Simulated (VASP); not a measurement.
Runs of VASP 6.6.1 on Ir. The structure is that of space group Pm-3m (No. 221), or close to it. The cells are those of the table. 

```csv
task,cell,cutoff (eV),gap on the mesh (eV),pressure (GPa)
single point,"a = 2.469 Å, 1 atom",520,none,40.4
relaxation of cell and atoms,"relaxed to 60 GPa from a = 2.490 Å, 1 atom",600,none,60.0
relaxation of cell and atoms,"relaxed to 40 GPa from a = 2.490 Å, 1 atom",600,none,39.9
relaxation of cell and atoms,"relaxed from a = 2.490 Å, 1 atom",600,none,0.0
single point,"a = 2.435 Å, 1 atom",520,none,60.4
relaxation of cell and atoms,"relaxed to 20 GPa from a = 2.490 Å, 1 atom",600,none,19.9
single point,"a = 2.513 Å, 1 atom",520,none,(a)
single point,"a = 2.571 Å, 1 atom",520,none,0.2
```

Alike in all rows: level PBE; potentials or basis VASP PAW PBE potentials, release 64 (Ir); no spin polarisation; k mesh 19 × 19 × 19; smearing methfessel-paxton 0.1 eV.

Question: Fill in the values left out.

Answer: (a) 20.2.

Caveats: spin-orbit coupling is left out, which moves the levels of the heavy elements; the cell is relaxed towards a set pressure, so the enthalpy falls and the energy may rise (some runs).

A k mesh can miss the band edges, and the runs leave out spin-orbit coupling on Ir.

A gap of «none» marks levels without a gap at the run's occupations.
